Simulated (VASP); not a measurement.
# BP (P6_122) in VASP: a series of runs, part 2 of 2

VASP 6.6.1. Earlier steps stand in the parts before.

## (3) Relaxation of cell and atoms, PBE

Input file INCAR:

```
ALGO = Normal ; EDIFF = 1E-6
EDIFFG = -0.01 ; ENCUT = 600
GGA = PE ; IBRION = 2
ISIF = 3 ; ISMEAR = 0
LASPH = T ; LCHARG = F
LREAL = F ; LWAVE = F
NELM = 100 ; NSW = 100
PREC = Accurate ; SIGMA = 0.1
```

Input file KPOINTS:

```
k-points
0
Gamma
  12 12 4
```

Input file POSCAR:

```
BP
1.0
    5.0586373320      0.0000000000      0.0000000000
   -2.5293186660      4.3809084380      0.0000000000
    0.0000000000      0.0000000000      9.7437035841
B P
6 6
Direct
    0.8445215052      0.4222607526      0.0833333333
    0.5777392474      0.4222607526      0.4166666667
    0.4222607526      0.8445215052      0.2500000000
    0.5777392474      0.1554784948      0.7500000000
    0.1554784948      0.5777392474      0.5833333333
    0.4222607526      0.5777392474      0.9166666667
    0.6314709373      0.2629418745      0.2500000000
    0.2629418745      0.6314709373      0.0833333333
    0.3685290627      0.6314709373      0.4166666667
    0.7370581255      0.3685290627      0.5833333333
    0.6314709373      0.3685290627      0.9166666667
    0.3685290627      0.7370581255      0.7500000000
```

Potentials or basis: VASP PAW PBE potentials, release 64 (B, P).

The run is started by

```sh
$ cat potpaw_PBE.64/B/POTCAR potpaw_PBE.64/P/POTCAR > POTCAR
$ mpirun -np 1 vasp_std > vasp.out
```

OUTCAR:

```text
EDIFF = 1E-6
   EDIFFG = -0.01
   ENCUT = 600
   GGA = PE
   IBRION = 2
   ISIF = 3
   ISMEAR = 0
   LASPH = T
   LREAL = F
   NELM = 100
   NSW = 100
   PREC = Accurate

 ion  position               nearest neighbor table
   1  0.845  0.422  0.083-   8 1.83  11 1.89   7 1.89
   2  0.578  0.422  0.417-   9 1.83  10 1.89   7 1.89
   3  0.422  0.845  0.250-   7 1.83   9 1.89   8 1.89
   4  0.578  0.155  0.750-  12 1.83  11 1.89  10 1.89
   5  0.155  0.578  0.583-  10 1.83   9 1.89  12 1.89
   6  0.422  0.578  0.917-  11 1.83   8 1.89  12 1.89
   7  0.631  0.263  0.250-   3 1.83   1 1.89   2 1.89
   8  0.263  0.631  0.083-   1 1.83   6 1.89   3 1.89
   9  0.369  0.631  0.417-   2 1.83   5 1.89   3 1.89
  10  0.737  0.369  0.583-   5 1.83   2 1.89   4 1.89
  11  0.631  0.369  0.917-   6 1.83   1 1.89   4 1.89
  12  0.369  0.737  0.750-   4 1.83   5 1.89   6 1.89

  LATTYP: Found a hexagonal cell.
 ALAT       =     5.0586373320
 C/A-ratio  =     1.9261518359

  Lattice vectors:

 A1 = (   5.0586373320,   0.0000000000,   0.0000000000)
 A2 = (  -2.5293186660,   4.3809084380,   0.0000000000)
 A3 = (   0.0000000000,   0.0000000000,   9.7437035841)

Analysis of symmetry for initial positions (statically):
=====================================================================
 Subroutine PRICEL returns:
 Original cell was already a primitive cell.

 Routine SETGRP: Setting up the symmetry group for a
 hexagonal supercell.

 Subroutine GETGRP returns: Found 12 space group operations
 (whereof  2 operations were pure point group operations)
 out of a pool of 24 trial point group operations.

The static configuration has the point symmetry C_2 .
 The point group associated with its full space group is D_6 .

Analysis of symmetry for dynamics (positions and initial velocities):
=====================================================================
 Subroutine PRICEL returns:
 Original cell was already a primitive cell.

 Routine SETGRP: Setting up the symmetry group for a
 hexagonal supercell.

 Subroutine GETGRP returns: Found 12 space group operations
 (whereof  2 operations were pure point group operations)
 out of a pool of 24 trial point group operations.

The dynamic configuration has the point symmetry C_2 .
 The point group associated with its full space group is D_6 .

 Subroutine INISYM returns: Found 12 space group operations
 (whereof  2 operations are pure point group operations),
 and found     1 'primitive' translations

----------------------------------------------------------------------------------------

                                     Primitive cell

  volume of cell :     215.9344

  direct lattice vectors                    reciprocal lattice vectors
     5.058637332  0.000000000  0.000000000     0.197681695  0.114131580  0.000000000
    -2.529318666  4.380908438  0.000000000     0.000000000  0.228263159  0.000000000
     0.000000000  0.000000000  9.743703584     0.000000000  0.000000000  0.102630380

  length of vectors
     5.058637332  5.058637332  9.743703584     0.228263159  0.228263159  0.102630380

  position of ions in fractional coordinates (direct lattice)
[... 61 lines left out ...]
  0.416667  0.000000  0.000000      6.000000
[... 16 lines left out ...]
  0.250000  0.000000  0.250000     12.000000
  0.333333 -0.000000  0.250000     12.000000
 [... further k-points ...]
   k-points           NKPTS =     57   k-points in BZ     NKDIM =     57   number of bands    NBANDS=     31
   number of dos      NEDOS =    301   number of ions     NIONS =     12
   total plane-waves  NPLWV = 128000
   dimension x,y,z NGX =    40 NGY =   40 NGZ =   80
   dimension x,y,z NGXF=    80 NGYF=   80 NGZF=  160
   ions per type =               6   6
   NGX,Y,Z   is equivalent  to a cutoff of  13.15, 13.15, 13.65 a.u.
   NGXF,Y,Z  is equivalent  to a cutoff of  26.29, 26.29, 27.30 a.u.
 SYSTEM =  unknown system
   PREC   = accura    normal or accurate (medium, high low for compatibility)
   ISTART =      0    job   : 0-new  1-cont  2-samecut
   ICHARG =      2    charge: 1-file 2-atom 10-const
   ISPIN  =      1    spin polarized calculation?
   LNONCOLLINEAR =      F non collinear calculations
   LSORBIT =      F    spin-orbit coupling
   LASPH  =      T    aspherical Exc in radial PAW
   ENCUT  =  600.0 eV  44.10 Ry    6.64 a.u.  10.10 10.10 19.46*2*pi/ulx,y,z
   NELM   =    100;   NELMIN=  2; NELMDL= -5     # of ELM steps
   EDIFF  = 0.1E-05   stopping-criterion for ELM
   LREAL  =      F    real-space projection
   EDIFFG = -.1E-01   stopping-criterion for IOM
   NSW    =    100    number of steps for IOM
   IBRION =      2    ionic relax: 0-MD 1-quasi-New 2-CG
   NFREE  =      1    steps in history (QN), initial steepest desc. (CG)
   ISIF   =      3    stress and relaxation
   ISYM   =      2    0-nonsym 1-usesym 2-fastsym
   POTIM  = 0.5000    time-step for ionic-motion
   TEBEG  =    0.0;   TEEND  =   0.0 temperature during run
   PSTRESS=    0.0 pullay stress
   NELECT =      48.0000    total number of electrons
   NUPDOWN=      -1.0000    fix difference up-down
   EMIN   =  10.00;   EMAX   =-10.00  energy-range for DOS
   EFERMI =   0.00;   METHOD = LEGACY
   ISMEAR =     0;   SIGMA  =   0.10  broadening in eV -4-tet -1-fermi 0-gaus
   EFERMI_NEDOS =   21; number of points for ismear=-14 and -15
   IALGO  =     38    algorithm
   IMIX   =      4    mixing-type and parameters
     AMIX     =   0.40;   BMIX     =  1.00
     AMIX_MAG =   1.60;   BMIX_MAG =  1.00
  volume/ion in A,a.u.               =      17.99       121.43
  Fermi-wavevector in a.u.,A,eV,Ry     =   0.991702  1.874046 13.380968  0.983473
  Thomas-Fermi vector in A             =   2.123462
   LORBIT       =      0    0 simple, 1 ext, 2 COOP (PROOUT), +10 PAW based schemes
   GGA     = PE    functional components
   LHFCALC =     F    Hartree Fock is set to
   AEXX    =    0.0000 exact exchange contribution
   IVDW    =     0    specifies the selected vdW correction
   LEPSILON=     F    determine dielectric tensor
   LRPA    =     F    only Hartree local field effects (RPA)
 conjugate gradient relaxation of ions
 non-spin polarized calculation
 Gauss-broadening in eV      SIGMA  =   0.10
  energy-cutoff  :      600.00
  volume of cell :      215.93
 maximum number of plane-waves:      7250
   NGX = 21   NGY = 21   NGZ = 39

--------------------------------------- Ionic step        1  -------------------------------------------

 number of electron      48.0000000 magnetization

 Free energy of the ion-electron system (eV)
  ---------------------------------------------------
  ext. energy  EPLUGINS =         0.00000000
  ---------------------------------------------------
  free energy    TOTEN  =       -68.43213674 eV

  energy without entropy =      -68.42733538  energy(sigma->0) =      -68.42973606

------------------------ aborting loop because EDIFF is reached ----------------------------------------

  FORCE on cell =-STRESS in cart. coord.  units (eV):
  Direction    XX          YY          ZZ          XY          YZ          ZX
  --------------------------------------------------------------------------------------
  -------------------------------------------------------------------------------------
  Total       -0.1315876     -0.1315876     -0.3356872      0.0000000      0.0000000     -0.0000000
  in kB       -0.9763461     -0.9763461     -2.4907125      0.0000000      0.0000000     -0.0000000
  external PRESSURE =      -1.4811349 kB  Pullay stress =       0.0000000 kB
[... 79 lines left out ...]
--------------------------------------- Ionic step        3  -------------------------------------------

 number of electron      48.0000000 magnetization

 Free energy of the ion-electron system (eV)
  ---------------------------------------------------
  ext. energy  EPLUGINS =         0.00000000
  ---------------------------------------------------
  free energy    TOTEN  =       -68.43231412 eV

  energy without entropy =      -68.42746581  energy(sigma->0) =      -68.42988997

 E-fermi :   3.4011     XC(G=0):  -8.6135

 val. band max:        3.3705390366   @ k =   0.0000   0.0000   0.0000
 cond. band min:       3.4134207830   @ k =   0.0833   0.0000   0.0000
 fundamental gap:      0.0428817463
 Fermi energy:         3.4010704535

 k-point     1 :       0.0000    0.0000    0.0000
  band No.  band energies     occupation
      1     -10.8642      2.00000
      2      -9.7087      2.00000
      3      -9.7087      2.00000
      4      -7.6258      2.00000
      5      -7.3896      2.00000
      6      -7.3896      2.00000
[... 805 lines left out ...]
     30       5.6156      0.00000
     31       6.6553      0.00000

 [... further k-points ...]

------------------------ aborting loop because EDIFF is reached ----------------------------------------

  FORCE on cell =-STRESS in cart. coord.  units (eV):
  Direction    XX          YY          ZZ          XY          YZ          ZX
  --------------------------------------------------------------------------------------
  -------------------------------------------------------------------------------------
  Total       -0.0186675     -0.0186675      0.0262610     -0.0000000      0.0000000      0.0000000
  in kB       -0.1386980     -0.1386980      0.1951173     -0.0000000      0.0000000      0.0000000
  external PRESSURE =      -0.0274262 kB  Pullay stress =       0.0000000 kB
[... 27 lines left out ...]
  FREE ENERGIE OF THE ION-ELECTRON SYSTEM (eV)
  ---------------------------------------------------
  free  energy   TOTEN  =       -68.4323141230 eV

  energy  without entropy=      -68.4274658074  energy(sigma->0) =      -68.42988997

 reached required accuracy - stopping structural energy minimisation
```

Run time: 7.7 min. Hardware: 1 thread of Intel Xeon 6975P-C (Granite Rapids), shared host; peak memory 0.59 GiB.

Results:

* Free energy: -68.4323 eV
* Relaxed volume: 17.97 Å³/atom
* Relaxed cell: a = 5.057 Å, b = 5.057 Å, c = 9.736 Å, α = 90.00°, β = 90.00°, γ = 120.00°
* Space group after relaxing (to 0.05 Å): P6_122 (No. 178)
* Energy gained by relaxing: 0.0 meV/atom
* Ionic steps: 3
* Pressure after relaxing: 0.0 GPa
* Band gap on the k mesh: zero (band 24 reaches 3.42 eV, above the bottom of band 25 at 3.32 eV)

Forces on the atoms (eV/Å):
```
B    0.000  0.000  0.000
B    0.000  0.000  0.000
B    0.000  0.000  0.000
B    0.000  0.000  0.000
B    0.000  0.000  0.000
B    0.000  0.000  0.000
P    0.000 -0.002  0.000
P   -0.002 -0.001  0.000
P    0.002 -0.001  0.000
P    0.002  0.001  0.000
P   -0.002  0.001  0.000
P    0.000  0.002  0.000
```

Step by step:
| step | energy change (eV) | largest force (eV/Å) | pressure (GPa) | volume (Å³) |
| --- | --- | --- | --- | --- |
| 1 | 0.0000 | 0.0087 | -0.15 | 215.93 |
| 2 | -0.0001 | 0.0064 | 0.11 | 215.41 |
| 3 | -0.0002 | 0.0023 | 0.00 | 215.64 |

Final structure:
```yaml
crystal:
  lattice:
    - [5.05711, 0.00000, 0.00000]
    - [-2.52856, 4.37959, 0.00000]
    - [0.00000, 0.00000, 9.73621]
  atoms:
    - { symbol: B, position: [0.84447, 0.42223, 0.08333] }
    - { symbol: B, position: [0.57777, 0.42223, 0.41667] }
    - { symbol: B, position: [0.42223, 0.84447, 0.25000] }
    - { symbol: B, position: [0.57777, 0.15553, 0.75000] }
    - { symbol: B, position: [0.15553, 0.57777, 0.58333] }
    - { symbol: B, position: [0.42223, 0.57777, 0.91667] }
    - { symbol: P, position: [0.63147, 0.26295, 0.25000] }
    - { symbol: P, position: [0.26295, 0.63147, 0.08333] }
    - { symbol: P, position: [0.36852, 0.63147, 0.41667] }
    - { symbol: P, position: [0.73705, 0.36853, 0.58333] }
    - { symbol: P, position: [0.63147, 0.36853, 0.91667] }
    - { symbol: P, position: [0.36853, 0.73705, 0.75000] }
```
